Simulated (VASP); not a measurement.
Here is a VASP 6.6.1 calculation.

INCAR

```
PREC     = Accurate       # precision mode
ENCUT    = 520            # plane-wave cutoff, eV
EDIFF    = 1E-6           # SCF threshold, eV
ISMEAR   = 0              # smearing method
SIGMA    = 0.1            # smearing width, eV
LREAL    = False          # projectors in reciprocal space
LASPH    = True           # aspherical terms in the spheres
NELM     = 100            # most SCF steps
ALGO     = Normal         # electronic algorithm
ISIF     = 2              # what is computed and relaxed
LWAVE    = False          # write WAVECAR
LCHARG   = False          # write CHGCAR
GGA      = PE             # functional
NBANDS   = 41             # bands
```

The input KPOINTS:

```
regular mesh
0
Gamma
  4 4 2
```

Contents of POSCAR:

```
BiPbCl5
1.0
    4.6529520900      0.0000000000      0.0000000000
    0.0000000000      4.6529520900      0.0000000000
    0.0000000000      0.0000000000      8.4669765000
Bi Pb Cl
1 1 5
Direct
    0.0000000000      0.0000000000      0.5000000000
    0.5000000000      0.5000000000      0.0000000000
    0.0000000000      0.5000000000      0.3017445800
    0.0000000000      0.5000000000      0.6982554200
    0.5000000000      0.0000000000      0.3017445800
    0.5000000000      0.0000000000      0.6982554200
    0.0000000000      0.0000000000      0.0000000000
```

Potentials or basis: VASP PAW PBE potentials, release 64 (Bi_d, Pb_d, Cl).

Launch:

```bash
$ cat potpaw_PBE.64/Bi_d/POTCAR potpaw_PBE.64/Pb_d/POTCAR potpaw_PBE.64/Cl/POTCAR > POTCAR
$ mpirun -np 1 vasp_std > vasp.out
```

(1) What does it give for the pressure?

(2) What does it give for the band gap on the k mesh?

Answers

(1) -0.6 GPa.

(2) 2.05 eV (least direct gap 2.48 eV).

Caveat: spin-orbit coupling is left out, which moves the levels of the heavy elements.
